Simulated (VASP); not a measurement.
# HgTe (Coloradoite) (F-43m) in VASP: notebook

The runs below take HgTe (Coloradoite) through relaxation of cell and atoms, single point, with PBEsol, PBE.

All numbers are computed with VASP 6.6.1; they aren't measurements. Logs are shortened: lines on timing, memory, paths and dates and some standing lists are left out, and cuts for length are marked.

## Step 1: The cell of the first run

The structure is cubic, space group F-43m (No. 216). Conventional cell: a = 6.429 Å, b = 6.429 Å, c = 6.429 Å, α = 90.00°, β = 90.00°, γ = 90.00°. Hg (site symmetry -43m) has 4 Te at 2.78 Å within 3.7 Å. Te (site symmetry -43m) has 4 Hg at 2.78 Å within 3.7 Å.

## Step 2: Relaxation of cell and atoms, PBEsol, target pressure 30 GPa, at which the enthalpy is minimised

Contents of INCAR:

```
  ALGO = Normal
  EDIFF = 1E-7
  EDIFFG = -0.02
  ENCUT = 600
  GGA = PS
  IBRION = 2
  ISIF = 3
  ISMEAR = -1
  LASPH = True
  LCHARG = False
  LREAL = False
  LWAVE = False
  NELM = 80
  NSW = 80
  PREC = Accurate
  PSTRESS = 300.0
  SIGMA = 0.05
```

Contents of KPOINTS:

```
k-points
0
Gamma
  7 7 7
```

Contents of POSCAR:

```
HgTe
1.0
    0.0000000000      3.2145000000      3.2145000000
    3.2145000000      0.0000000000      3.2145000000
    3.2145000000      3.2145000000      0.0000000000
Hg Te
1 1
Direct
    0.0000000000      0.0000000000      0.0000000000
    0.7500000000      0.7500000000      0.7500000000
```

Potentials or basis: VASP PAW PBE potentials, release 64 (Hg, Te).

Command:

```sh
$ cat potpaw_PBE.64/Hg/POTCAR potpaw_PBE.64/Te/POTCAR > POTCAR
$ mpirun -np 1 vasp_std > vasp.out
```

OUTCAR:

```text
EDIFF = 1E-7
   EDIFFG = -0.02
   ENCUT = 600
   GGA = PS
   IBRION = 2
   ISIF = 3
   ISMEAR = -1
   LASPH = True
   LREAL = False
   NELM = 80
   NSW = 80
   PREC = Accurate
   PSTRESS = 300.0

 ion  position               nearest neighbor table
   1  0.000  0.000  0.000-   2 2.78   2 2.78   2 2.78   2 2.78
   2  0.750  0.750  0.750-   1 2.78   1 2.78   1 2.78   1 2.78

  LATTYP: Found a face centered cubic cell.
 ALAT       =     6.4290000000

  Lattice vectors:

 A1 = (   0.0000000000,   3.2145000000,   3.2145000000)
 A2 = (   3.2145000000,   0.0000000000,   3.2145000000)
 A3 = (   3.2145000000,   3.2145000000,   0.0000000000)

Analysis of symmetry for initial positions (statically):
=====================================================================
 Subroutine PRICEL returns:
 Original cell was already a primitive cell.

 Routine SETGRP: Setting up the symmetry group for a
 face centered cubic supercell.

 Subroutine GETGRP returns: Found 24 space group operations
 (whereof 24 operations were pure point group operations)
 out of a pool of 48 trial point group operations.

The static configuration has the point symmetry T_d .

Analysis of symmetry for dynamics (positions and initial velocities):
=====================================================================
 Subroutine PRICEL returns:
 Original cell was already a primitive cell.

 Routine SETGRP: Setting up the symmetry group for a
 face centered cubic supercell.

 Subroutine GETGRP returns: Found 24 space group operations
 (whereof 24 operations were pure point group operations)
 out of a pool of 48 trial point group operations.

The dynamic configuration has the point symmetry T_d .

 Subroutine INISYM returns: Found 24 space group operations
 (whereof 24 operations are pure point group operations),
 and found     1 'primitive' translations

----------------------------------------------------------------------------------------

                                     Primitive cell

  volume of cell :      66.4309

  direct lattice vectors                    reciprocal lattice vectors
     0.000000000  3.214500000  3.214500000    -0.155545186  0.155545186  0.155545186
     3.214500000  0.000000000  3.214500000     0.155545186 -0.155545186  0.155545186
     3.214500000  3.214500000  0.000000000     0.155545186  0.155545186 -0.155545186

  length of vectors
     4.545989496  4.545989496  4.545989496     0.269412165  0.269412165  0.269412165

  position of ions in fractional coordinates (direct lattice)
     0.000000000  0.000000000  0.000000000
     0.750000000  0.750000000  0.750000000

  ion indices of the primitive-cell ions
   primitive index   ion index
                 1           1
                 2           2

----------------------------------------------------------------------------------------

 KPOINTS: k-points

Automatic generation of k-mesh.
 Grid dimensions read from file:
 generate k-points for:    7    7    7

 Generating k-lattice:

  Cartesian coordinates                     Fractional coordinates (reciprocal lattice)
    -0.022220741  0.022220741  0.022220741     0.142857143  0.000000000  0.000000000
     0.022220741 -0.022220741  0.022220741     0.000000000  0.142857143  0.000000000
     0.022220741  0.022220741 -0.022220741     0.000000000  0.000000000  0.142857143

  Length of vectors
     0.038487452  0.038487452  0.038487452

  Shift w.r.t. Gamma in fractional coordinates (k-lattice)
     0.000000000  0.000000000  0.000000000

 Subroutine IBZKPT returns following result:
 ===========================================

 Found     20 irreducible k-points:

 Following reciprocal coordinates:
            Coordinates               Weight
  0.000000  0.000000  0.000000      1.000000
  0.142857  0.000000  0.000000      8.000000
  0.285714  0.000000  0.000000      8.000000
  0.428571  0.000000  0.000000      8.000000
  0.142857  0.142857  0.000000      6.000000
  0.285714  0.142857  0.000000     24.000000
[... 12 lines left out ...]
 -0.428571  0.428571  0.142857     24.000000
 -0.285714  0.428571  0.142857     24.000000
   k-points           NKPTS =     20   k-points in BZ     NKDIM =     20   number of bands    NBANDS=     13
   number of dos      NEDOS =    301   number of ions     NIONS =      2
   total plane-waves  NPLWV =  46656
   dimension x,y,z NGX =    36 NGY =   36 NGZ =   36
   dimension x,y,z NGXF=    72 NGYF=   72 NGZF=   72
   ions per type =               1   1
   NGX,Y,Z   is equivalent  to a cutoff of  13.17, 13.17, 13.17 a.u.
   NGXF,Y,Z  is equivalent  to a cutoff of  26.33, 26.33, 26.33 a.u.
 SYSTEM =  unknown system
   PREC   = accura    normal or accurate (medium, high low for compatibility)
   ISTART =      0    job   : 0-new  1-cont  2-samecut
   ICHARG =      2    charge: 1-file 2-atom 10-const
   ISPIN  =      1    spin polarized calculation?
   LNONCOLLINEAR =      F non collinear calculations
   LSORBIT =      F    spin-orbit coupling
   LASPH  =      T    aspherical Exc in radial PAW
   ENCUT  =  600.0 eV  44.10 Ry    6.64 a.u.   9.08  9.08  9.08*2*pi/ulx,y,z
   NELM   =     80;   NELMIN=  2; NELMDL= -5     # of ELM steps
   EDIFF  = 0.1E-06   stopping-criterion for ELM
   LREAL  =      F    real-space projection
   EDIFFG = -.2E-01   stopping-criterion for IOM
   NSW    =     80    number of steps for IOM
   IBRION =      2    ionic relax: 0-MD 1-quasi-New 2-CG
   NFREE  =      1    steps in history (QN), initial steepest desc. (CG)
   ISIF   =      3    stress and relaxation
   ISYM   =      2    0-nonsym 1-usesym 2-fastsym
   POTIM  = 0.5000    time-step for ionic-motion
   TEBEG  =    0.0;   TEEND  =   0.0 temperature during run
   PSTRESS=  300.0 pullay stress
   NELECT =      18.0000    total number of electrons
   NUPDOWN=      -1.0000    fix difference up-down
   EMIN   =  10.00;   EMAX   =-10.00  energy-range for DOS
   EFERMI =   0.00;   METHOD = LEGACY
   ISMEAR =    -1;   SIGMA  =   0.05  broadening in eV -4-tet -1-fermi 0-gaus
   EFERMI_NEDOS =   21; number of points for ismear=-14 and -15
   IALGO  =     38    algorithm
   IMIX   =      4    mixing-type and parameters
     AMIX     =   0.40;   BMIX     =  1.00
     AMIX_MAG =   1.60;   BMIX_MAG =  1.00
  volume/ion in A,a.u.               =      33.22       224.15
  Fermi-wavevector in a.u.,A,eV,Ry     =   1.059357  2.001894 15.268958  1.122237
  Thomas-Fermi vector in A             =   2.194699
   LORBIT       =      0    0 simple, 1 ext, 2 COOP (PROOUT), +10 PAW based schemes
   GGA     = PS    functional components
   LHFCALC =     F    Hartree Fock is set to
   AEXX    =    0.0000 exact exchange contribution
   IVDW    =     0    specifies the selected vdW correction
   LEPSILON=     F    determine dielectric tensor
   LRPA    =     F    only Hartree local field effects (RPA)
 conjugate gradient relaxation of ions
 non-spin polarized calculation
  energy-cutoff  :      600.00
  volume of cell :       66.43
 maximum number of plane-waves:      2239
   NGX = 19   NGY = 19   NGZ = 19

--------------------------------------- Ionic step        1  -------------------------------------------

 number of electron      18.0000000 magnetization

 Free energy of the ion-electron system (eV)
  ---------------------------------------------------
  ext. energy  EPLUGINS =         0.00000000
  ---------------------------------------------------
  free energy    TOTEN  =        -4.35587756 eV

  energy without entropy =       -4.35519590  energy(sigma->0) =       -4.35553673

------------------------ aborting loop because EDIFF is reached ----------------------------------------

  FORCE on cell =-STRESS in cart. coord.  units (eV):
  Direction    XX          YY          ZZ          XY          YZ          ZX
  --------------------------------------------------------------------------------------
  -------------------------------------------------------------------------------------
  Total        0.7940889      0.7940889      0.7940889     -0.0000000     -0.0000000     -0.0000000
  in kB       19.1517914     19.1517914     19.1517914     -0.0000000     -0.0000000     -0.0000000
  external PRESSURE =    -280.8482086 kB  Pullay stress =     300.0000000 kB
[... 1066 lines left out ...]
 k-point    20 :      -0.2857    0.4286    0.1429
  band No.  band energies     occupation
      1      -6.9389      2.00000
      2      -2.8694      2.00000
      3      -2.6979      2.00000
      4      -2.3967      2.00000
      5      -2.3056      2.00000
      6      -1.4613      2.00000
      7      -0.8747      2.00000
      8       1.5915      2.00000
      9       2.6942      2.00000
     10       9.0213      0.00000
     11      10.3896      0.00000
     12      11.6801      0.00000
     13      12.3546      0.00000

[... ionic steps 4 to 13 ...]

--------------------------------------- Ionic step       14  -------------------------------------------

 number of electron      17.9999998 magnetization

------------------------ aborting loop because EDIFF is reached ----------------------------------------

  FORCE on cell =-STRESS in cart. coord.  units (eV):
  Direction    XX          YY          ZZ          XY          YZ          ZX
  --------------------------------------------------------------------------------------
  -------------------------------------------------------------------------------------
  Total        9.3426519      9.3426519      9.3426519     -0.0000000      0.0000000     -0.0000000
  in kB      296.1108207    296.1108207    296.1108207     -0.0000000      0.0000000     -0.0000000
  external PRESSURE =      -3.8891793 kB  Pullay stress =     300.0000000 kB
[... 61 lines left out ...]
  enthalpy is  TOTEN    =         6.3495297888 eV   P V=        9.4586332934

--------------------------------------- Ionic step       16  -------------------------------------------

 number of electron      17.9999999 magnetization

 Free energy of the ion-electron system (eV)
  ---------------------------------------------------
  ext. energy  EPLUGINS =         0.00000000
  ---------------------------------------------------
  free energy    TOTEN  =        -3.09571954 eV

  energy without entropy =       -3.09507069  energy(sigma->0) =       -3.09539511

 E-fermi :   6.7400     XC(G=0): -10.3225

 val. band max:        6.6932842265   @ k =   0.0000   0.0000   0.0000
 cond. band min:       7.3124368375   @ k =   0.4286   0.0000   0.0000
 fundamental gap:      0.6191526110
 Fermi energy:         6.7400299269

 k-point     1 :       0.0000    0.0000    0.0000
  band No.  band energies     occupation
      1      -8.0348      2.00000
      2      -2.9245      2.00000
      3      -2.9245      2.00000
      4      -2.9245      2.00000
      5      -1.9659      2.00000
      6      -1.9659      2.00000
      7       6.6545      1.69363
      8       6.6933      1.43614
      9       6.6933      1.43614
     10       6.6933      1.43614
     11      10.1385      0.00000
     12      10.1385      0.00000
[... 332 lines left out ...]
  FREE ENERGIE OF THE ION-ELECTRON SYSTEM (eV)
  ---------------------------------------------------
  free  energy   TOTEN  =        -3.0957195354 eV

  energy  without entropy=       -3.0950706873  energy(sigma->0) =       -3.09539511

  enthalpy is  TOTEN    =         6.3494695757 eV   P V=        9.4451891110

 reached required accuracy - stopping structural energy minimisation
```

Run time: 2.7 min. Hardware: 1 thread of Intel Xeon 6455B, shared host; peak memory 0.24 GiB.

Results:

* Free energy: -3.0957 eV
* Relaxed volume: 25.22 Å³/atom
* Relaxed cell: a = 4.147 Å, b = 4.147 Å, c = 4.147 Å, α = 60.00°, β = 60.00°, γ = 60.00°
* Space group after relaxing (to 0.05 Å): F-43m (No. 216)
* Energy change on relaxing (the enthalpy is what falls): +630.1 meV/atom
* Ionic steps: 16
* Pressure after relaxing: 30.0 GPa
* Band gap on the k mesh: zero (filled and empty bands touch)

Step by step:
```tsv
step	energy change (eV)	largest force (eV/Å)	pressure (GPa)	volume (Å³)
1	0.0000	0.0000	1.92	66.43
2	29.1511	0.0000	559.85	24.70
3	0.7157	0.0000	19.81	53.99
4	0.9166	0.0000	23.66	52.50
5	1.2804	0.0000	30.36	50.34
6	1.2258	0.0000	29.37	50.63
7	1.2277	0.0000	29.40	50.62
8	1.2336	0.0000	29.51	50.59
9	1.2337	0.0000	29.51	50.59
10	1.2339	0.0000	29.51	50.58
11	1.2343	0.0000	29.52	50.58
12	1.2351	0.0000	29.54	50.58
13	1.2368	0.0000	29.57	50.57
14	1.2401	0.0000	29.61	50.55
15	1.2468	0.0000	29.75	50.51
16	1.2602	0.0000	29.99	50.44
```

Final structure:
```
CELL_PARAMETERS angstrom
0.00000 2.93263 2.93263
2.93263 0.00000 2.93263
2.93263 2.93263 0.00000
ATOMIC_POSITIONS crystal
Hg 0.00000 0.00000 0.00000
Te 0.75000 0.75000 0.75000
```

Caveat: the cell is relaxed towards a set pressure, so the enthalpy falls and the energy may rise; the volume moved by over 15 % at a fixed basis, so the end points are rough; the PAW data sets were made with another functional, which shifts forces and pressure a little; spin-orbit coupling is left out, which moves the levels of the heavy elements.

## Step 3: Single point, PBE

Contents of INCAR:

```
PREC = Accurate
ENCUT = 520
EDIFF = 1E-7
ISMEAR = 0
SIGMA = 0.028999999999999998
LREAL = F
LASPH = T
NELM = 60
ALGO = Normal
ISIF = 2
LWAVE = F
LCHARG = F
GGA = PE
NBANDS = 16
```

Contents of KPOINTS:

```
Automatic mesh
0
Gamma
  7 7 7
```

POSCAR is that of step 2.

Potentials or basis: VASP PAW PBE potentials, release 64 (Hg, Te).

Command:

```sh
$ cat potpaw_PBE.64/Hg/POTCAR potpaw_PBE.64/Te/POTCAR > POTCAR
$ mpirun -np 1 vasp_std > vasp.out
```

Run time: 28 s. Hardware: 1 thread of Intel Xeon 8259CL, shared host; peak memory 0.21 GiB.

The run converged. Its results:

* Free energy: -3.5513 eV
* Pressure: 4.6 GPa
* Band gap on the k mesh: zero (filled and empty bands touch)

Levels at points of the mesh, in eV from the Fermi level:
| k point | band 7 | band 8 | band 9 | band 10 | band 11 | band 12 |
| --- | --- | --- | --- | --- | --- | --- |
| (0.00, 0.00, 0.00) | -0.70 | -0.01 | -0.01 | -0.01 | 4.19 | 4.19 |

Caveat: spin-orbit coupling is left out, which moves the levels of the heavy elements.

## Step 4: Single point, PBE

Contents of INCAR:

```
PREC = Accurate ; ENCUT = 520
EDIFF = 1E-6 ; ISMEAR = 0
SIGMA = 0.025 ; LREAL = False
LASPH = True ; NELM = 80
ALGO = Normal ; ISIF = 2
LWAVE = False ; LCHARG = False
GGA = PE ; NBANDS = 16
```

Contents of KPOINTS:

```
regular mesh
0
Gamma
  7 7 7
```

POSCAR is that of step 3.

Command:

```sh
$ cat potpaw_PBE.64/Hg/POTCAR potpaw_PBE.64/Te/POTCAR > POTCAR
$ mpirun -np 1 vasp_std > vasp.out
```

Wall time 27 s (1 thread of Intel Xeon 8259CL, shared host); peak memory 0.21 GiB.

It converged, with:

```yaml
Free_energy: -3.5513 eV
Pressure: 4.6 GPa
Band_gap_on_the_k_mesh: zero (filled and empty bands touch)
```

Levels at points of the mesh, in eV from the Fermi level:
| k point | band 6 | band 7 | band 8 | band 9 | band 10 | band 11 | band 12 | band 13 |
| --- | --- | --- | --- | --- | --- | --- | --- | --- |
| (0.00, 0.00, 0.00) | -6.91 | -0.69 | -0.01 | -0.01 | -0.01 | 4.19 | 4.19 | 4.19 |

Caveat: spin-orbit coupling is left out, which moves the levels of the heavy elements.

## Step 5: Summary

```csv
task,level,cell,cutoff (eV),smearing,gap on the mesh (eV),pressure (GPa)
relaxation of cell and atoms,PBEsol,relaxed to 30 GPa,600,fermi-dirac 0.05 eV,none,30.0
single point,PBE,as given,520,gaussian 0.029 eV,none,4.6
single point,PBE,as given,520,gaussian 0.025 eV,none,4.6
```

Alike in all rows: potentials or basis VASP PAW PBE potentials, release 64 (Hg, Te); no spin polarisation; k mesh 7 × 7 × 7.

Caveats: spin-orbit coupling is left out, which moves the levels of the heavy elements; the cell is relaxed towards a set pressure, so the enthalpy falls and the energy may rise (some runs); the volume moved by over 15 % at a fixed basis, so the end points are rough (some runs); the PAW data sets were made with another functional, which shifts forces and pressure a little (some runs).

Absolute energies hang on the potentials; compare differences alone.
